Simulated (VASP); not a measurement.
# Bi2Te3 in VASP: a series of runs

Bi2Te3 is run at these levels: PBE; tasks: single point.

Program: VASP 6.6.1. These are calculated values, not measurements. Logs are shortened: lines on timing, memory, paths and dates and some standing lists are left out, and cuts for length are marked.

## 1. The cell of the first run

The cell holds a slab with vacuum, 10 atoms: a = 4.469 Å, b = 4.469 Å, c = 32.466 Å, α = 90.00°, β = 90.00°, γ = 120.00°.

## 2. Single point, PBE

The input, INCAR:

```
ALGO = Normal
DIPOL = 0.5 0.5 0.500
EDIFF = 1E-6
ENCUT = 520
GGA = PE
IDIPOL = 3
ISIF = 2
ISMEAR = 0
LASPH = T
LCHARG = T
LDIPOL = T
LELF = T
LREAL = F
LVACPOTAV = T
LVHAR = T
LWAVE = F
NBANDS = 59
NELM = 80
PREC = Accurate
SIGMA = 0.1
```

The input, KPOINTS:

```
k-points
0
Gamma
  9 9 1
```

The input, POSCAR:

```
Bi2Te3
1.0
    4.4688131177      0.0000000000      0.0000000000
   -2.2344065589      3.8701056847      0.0000000000
    0.0000000000      0.0000000000     32.4659178032
Bi Te
4 6
Direct
    0.6666666667      0.3333333333      0.2323053973
    0.0000000000      0.0000000000      0.4643436683
    0.3333333333      0.6666666667      0.5356564339
    0.6666666667      0.3333333333      0.7676946789
    0.0000000000      0.0000000000      0.2851464537
    0.3333333333      0.6666666667      0.3475973826
    0.6666666667      0.3333333333      0.4103142698
    0.6666666667      0.3333333333      0.5896857837
    0.0000000000      0.0000000000      0.6524026359
    0.3333333333      0.6666666667      0.7148535647
```

Potentials or basis: VASP PAW PBE potentials, release 64 (Bi_d, Te).

Run with:

```sh
$ cat potpaw_PBE.64/Bi_d/POTCAR potpaw_PBE.64/Te/POTCAR > POTCAR
$ mpirun -np 1 vasp_std > vasp.out
```

OUTCAR:

```text
EDIFF = 1E-6
   ENCUT = 520
   GGA = PE
   ISIF = 2
   ISMEAR = 0
   LASPH = T
   LREAL = F
   NELM = 80
   PREC = Accurate

 ion  position               nearest neighbor table
   1  0.667  0.333  0.232-   5 3.10   5 3.10   5 3.10
   2  0.000  0.000  0.464-   7 3.12   7 3.12   7 3.12   3 3.47   3 3.47   3 3.47
   3  0.333  0.667  0.536-   8 3.12   8 3.12   8 3.12   2 3.47   2 3.47   2 3.47
   4  0.667  0.333  0.768-  10 3.10  10 3.10  10 3.10
   5  0.000  0.000  0.285-   1 3.10   1 3.10   1 3.10   6 3.28   6 3.28   6 3.28
   6  0.333  0.667  0.348-   5 3.28   5 3.28   5 3.28   7 3.29   7 3.29   7 3.29
   7  0.667  0.333  0.410-   2 3.12   2 3.12   2 3.12   6 3.29   6 3.29   6 3.29
   8  0.667  0.333  0.590-   3 3.12   3 3.12   3 3.12   9 3.29   9 3.29   9 3.29
   9  0.000  0.000  0.652-  10 3.28  10 3.28  10 3.28   8 3.29   8 3.29   8 3.29
  10  0.333  0.667  0.715-   4 3.10   4 3.10   4 3.10   9 3.28   9 3.28   9 3.28

  LATTYP: Found a hexagonal cell.
 ALAT       =     4.4688131177
 C/A-ratio  =     7.2649978749

  Lattice vectors:

 A1 = (   4.4688131177,   0.0000000000,   0.0000000000)
 A2 = (  -2.2344065589,   3.8701056847,   0.0000000000)
 A3 = (   0.0000000000,   0.0000000000,  32.4659178032)

Analysis of symmetry for initial positions (statically):
=====================================================================
 Subroutine PRICEL returns:
 Original cell was already a primitive cell.

 Routine SETGRP: Setting up the symmetry group for a
 hexagonal supercell.

 Subroutine GETGRP returns: Found 12 space group operations
 (whereof  6 operations were pure point group operations)
 out of a pool of 24 trial point group operations.

The static configuration has the point symmetry C_3v.
 The point group associated with its full space group is D_3d.

Analysis of symmetry for dynamics (positions and initial velocities):
=====================================================================
 Subroutine PRICEL returns:
 Original cell was already a primitive cell.

 Routine SETGRP: Setting up the symmetry group for a
 hexagonal supercell.

 Subroutine GETGRP returns: Found 12 space group operations
 (whereof  6 operations were pure point group operations)
 out of a pool of 24 trial point group operations.

The dynamic configuration has the point symmetry C_3v.
 The point group associated with its full space group is D_3d.

 Subroutine INISYM returns: Found 12 space group operations
 (whereof  6 operations are pure point group operations),
 and found     1 'primitive' translations

----------------------------------------------------------------------------------------

                                     Primitive cell

  volume of cell :     561.4909

  direct lattice vectors                    reciprocal lattice vectors
     4.468813118  0.000000000  0.000000000     0.223773063  0.129195438  0.000000000
    -2.234406559  3.870105685  0.000000000     0.000000000  0.258390876  0.000000000
     0.000000000  0.000000000 32.465917803     0.000000000  0.000000000  0.030801532

  length of vectors
     4.468813118  4.468813118 32.465917803     0.258390876  0.258390876  0.030801532

  position of ions in fractional coordinates (direct lattice)
     0.666666667  0.333333333  0.232305397
     0.000000000  0.000000000  0.464343668
     0.333333333  0.666666667  0.535656434
     0.666666667  0.333333333  0.767694679
     0.000000000  0.000000000  0.285146454
     0.333333333  0.666666667  0.347597383
     0.666666667  0.333333333  0.410314270
     0.666666667  0.333333333  0.589685784
     0.000000000  0.000000000  0.652402636
     0.333333333  0.666666667  0.714853565

  ion indices of the primitive-cell ions
   primitive index   ion index
                 1           1
                 2           2
                 3           3
                 4           4
                 5           5
                 6           6
                 7           7
                 8           8
                 9           9
                10          10

----------------------------------------------------------------------------------------

 KPOINTS: k-points

Automatic generation of k-mesh.
 Grid dimensions read from file:
 generate k-points for:    9    9    1

 Generating k-lattice:

  Cartesian coordinates                     Fractional coordinates (reciprocal lattice)
     0.024863674  0.014355049  0.000000000     0.111111111 -0.000000000  0.000000000
     0.000000000  0.028710097  0.000000000     0.000000000  0.111111111  0.000000000
     0.000000000  0.000000000  0.030801532     0.000000000  0.000000000  1.000000000

  Length of vectors
     0.028710097  0.028710097  0.030801532

  Shift w.r.t. Gamma in fractional coordinates (k-lattice)
     0.000000000  0.000000000  0.000000000

 Subroutine IBZKPT returns following result:
 ===========================================

 Found     12 irreducible k-points:

 Following reciprocal coordinates:
            Coordinates               Weight
  0.000000  0.000000  0.000000      1.000000
  0.111111 -0.000000  0.000000      6.000000
  0.222222 -0.000000  0.000000      6.000000
  0.333333  0.000000  0.000000      6.000000
  0.444444 -0.000000  0.000000      6.000000
  0.111111  0.111111  0.000000      6.000000
  0.222222  0.111111  0.000000     12.000000
  0.333333  0.111111  0.000000     12.000000
  0.444444  0.111111  0.000000      6.000000
  0.222222  0.222222  0.000000      6.000000
  0.333333  0.222222  0.000000     12.000000
  0.333333  0.333333  0.000000      2.000000
   k-points           NKPTS =     12   k-points in BZ     NKDIM =     12   number of bands    NBANDS=     59
   number of dos      NEDOS =    301   number of ions     NIONS =     10
   total plane-waves  NPLWV = 324000
   dimension x,y,z NGX =    36 NGY =   36 NGZ =  250
   dimension x,y,z NGXF=    72 NGYF=   72 NGZF=  500
   ions per type =               4   6
   NGX,Y,Z   is equivalent  to a cutoff of  13.39, 13.39, 12.80 a.u.
   NGXF,Y,Z  is equivalent  to a cutoff of  26.78, 26.78, 25.60 a.u.
 SYSTEM =  unknown system
   PREC   = accura    normal or accurate (medium, high low for compatibility)
   ISTART =      0    job   : 0-new  1-cont  2-samecut
   ICHARG =      2    charge: 1-file 2-atom 10-const
   ISPIN  =      1    spin polarized calculation?
   LNONCOLLINEAR =      F non collinear calculations
   LSORBIT =      F    spin-orbit coupling
   LASPH  =      T    aspherical Exc in radial PAW
   ENCUT  =  520.0 eV  38.22 Ry    6.18 a.u.   8.31  8.31 60.37*2*pi/ulx,y,z
   NELM   =     80;   NELMIN=  2; NELMDL= -5     # of ELM steps
   EDIFF  = 0.1E-05   stopping-criterion for ELM
   LREAL  =      F    real-space projection
   EDIFFG = 0.1E-04   stopping-criterion for IOM
   NSW    =      0    number of steps for IOM
   IBRION =     -1    ionic relax: 0-MD 1-quasi-New 2-CG
   NFREE  =      0    steps in history (QN), initial steepest desc. (CG)
   ISIF   =      2    stress and relaxation
   ISYM   =      2    0-nonsym 1-usesym 2-fastsym
   POTIM  = 0.5000    time-step for ionic-motion
   TEBEG  =    0.0;   TEEND  =   0.0 temperature during run
   PSTRESS=    0.0 pullay stress
   NELECT =      96.0000    total number of electrons
   NUPDOWN=      -1.0000    fix difference up-down
   EMIN   =  10.00;   EMAX   =-10.00  energy-range for DOS
   EFERMI =   0.00;   METHOD = LEGACY
   ISMEAR =     0;   SIGMA  =   0.10  broadening in eV -4-tet -1-fermi 0-gaus
   EFERMI_NEDOS =   21; number of points for ismear=-14 and -15
   IALGO  =     38    algorithm
   IMIX   =      4    mixing-type and parameters
     AMIX     =   0.40;   BMIX     =  1.00
     AMIX_MAG =   1.60;   BMIX_MAG =  1.00
  volume/ion in A,a.u.               =      56.15       378.91
  Fermi-wavevector in a.u.,A,eV,Ry     =   0.908624  1.717051 11.232944  0.825598
  Thomas-Fermi vector in A             =   2.032573
   LORBIT       =      0    0 simple, 1 ext, 2 COOP (PROOUT), +10 PAW based schemes
   GGA     = PE    functional components
   LHFCALC =     F    Hartree Fock is set to
   AEXX    =    0.0000 exact exchange contribution
   IVDW    =     0    specifies the selected vdW correction
   LEPSILON=     F    determine dielectric tensor
   LRPA    =     F    only Hartree local field effects (RPA)
 non-spin polarized calculation
 Gauss-broadening in eV      SIGMA  =   0.10
  energy-cutoff  :      520.00
  volume of cell :      561.49
 maximum number of plane-waves:     15169
 NGX is ok and might be reduce to    36
   NGX = 17   NGY = 17   NGZ =121

 dipolmoment           0.000000      0.000000     -0.000000 electrons x Angstroem

 number of electron      96.0000009 magnetization

 dipolmoment           0.000000      0.000000      0.000056 electrons x Angstroem

 Free energy of the ion-electron system (eV)
  ---------------------------------------------------
  ext. energy  EPLUGINS =         0.00000000
  ---------------------------------------------------
  free energy    TOTEN  =       -33.66123169 eV

  energy without entropy =      -33.64315611  energy(sigma->0) =      -33.65219390

 E-fermi :   2.1083     XC(G=0):  -6.1480

 val. band max:        2.0665260292   @ k =   0.2222   0.2222   0.0000
 cond. band min:       2.3546722231   @ k =   0.1111   0.1111   0.0000
 fundamental gap:      0.2881461939
 Fermi energy:         2.1083247151

 k-point     1 :       0.0000    0.0000    0.0000
  band No.  band energies     occupation
      1     -20.7180      2.00000
      2     -20.7180      2.00000
      3     -20.7175      2.00000
      4     -20.7175      2.00000
      5     -20.7025      2.00000
      6     -20.7025      2.00000
[... 51 lines left out ...]
     58       4.1753      0.00000
     59       4.2055      0.00000

 k-point     2 :       0.1111   -0.0000    0.0000
  band No.  band energies     occupation
      1     -20.7183      2.00000
      2     -20.7178      2.00000
      3     -20.7168      2.00000
      4     -20.7162      2.00000
      5     -20.7020      2.00000
      6     -20.7011      2.00000
[... 616 lines left out ...]
      3     -20.7109      2.00000
      4     -20.7104      2.00000
      5     -20.7056      2.00000
      6     -20.6854      2.00000
[... 51 lines left out ...]
     58       5.9120      0.00000
     59       5.9257      0.00000

------------------------ aborting loop because EDIFF is reached ----------------------------------------

  FORCE on cell =-STRESS in cart. coord.  units (eV):
  Direction    XX          YY          ZZ          XY          YZ          ZX
  --------------------------------------------------------------------------------------
  -------------------------------------------------------------------------------------
  Total       -2.0901396     -2.0901396     -0.1367873      0.0000000      0.0000000      0.0000000
  in kB       -5.9640759     -5.9640759     -0.3903135      0.0000000      0.0000000      0.0000000
  external PRESSURE =      -4.1061551 kB  Pullay stress =       0.0000000 kB

 VOLUME and BASIS-vectors are now :
 -----------------------------------------------------------------------------
  energy-cutoff  :      520.00
  volume of cell :      561.49
      direct lattice vectors                 reciprocal lattice vectors
     4.468813118  0.000000000  0.000000000     0.223773063  0.129195438  0.000000000
    -2.234406559  3.870105685  0.000000000     0.000000000  0.258390876  0.000000000
     0.000000000  0.000000000 32.465917803     0.000000000  0.000000000  0.030801532

 POSITION                                       TOTAL-FORCE (eV/Angst)
 -----------------------------------------------------------------------------------
      2.23441      1.29004      7.54201        -0.000000     -0.000000      0.004104
      0.00000      0.00000     15.07534        -0.000000      0.000000     -0.006754
     -0.00000      2.58007     17.39058         0.000000     -0.000000      0.006754
      2.23441      1.29004     24.92391        -0.000000      0.000000     -0.004104
      0.00000      0.00000      9.25754         0.000000      0.000000      0.003244
     -0.00000      2.58007     11.28507         0.000000     -0.000000     -0.004910
      2.23441      1.29004     13.32123         0.000000     -0.000000      0.001441
      2.23441      1.29004     19.14469         0.000000      0.000000     -0.001441
      0.00000      0.00000     21.18085        -0.000000      0.000000      0.004910
     -0.00000      2.58007     23.20838         0.000000     -0.000000     -0.003244
 -----------------------------------------------------------------------------------
    total drift:                               -0.000000      0.000000      0.005344

  FREE ENERGIE OF THE ION-ELECTRON SYSTEM (eV)
  ---------------------------------------------------
  free  energy   TOTEN  =       -33.6612316934 eV

  energy  without entropy=      -33.6431561122  energy(sigma->0) =      -33.65219390

 vacuum level on the upper side and lower side of the slab         6.223         6.222
```

Wall time 12 min (1 thread of Intel Xeon 6975P-C (Granite Rapids), shared host); peak memory 0.84 GiB.

Results:

```
Free energy            : -33.6612 eV
Largest force          : 0.007 eV/Å
Band gap on the k mesh : zero (bands 48 and 49 overlap by 0.23 eV)
```

Forces on the atoms (eV/Å):
```
Bi   0.000  0.000  0.004
Bi   0.000  0.000 -0.007
Bi   0.000  0.000  0.007
Bi   0.000  0.000 -0.004
Te   0.000  0.000  0.003
Te   0.000  0.000 -0.005
Te   0.000  0.000  0.001
Te   0.000  0.000 -0.001
Te   0.000  0.000  0.005
Te   0.000  0.000 -0.003
```

Caveat: spin-orbit coupling is left out, which moves the levels of the heavy elements.

(Part 1 of 2 ends here.)
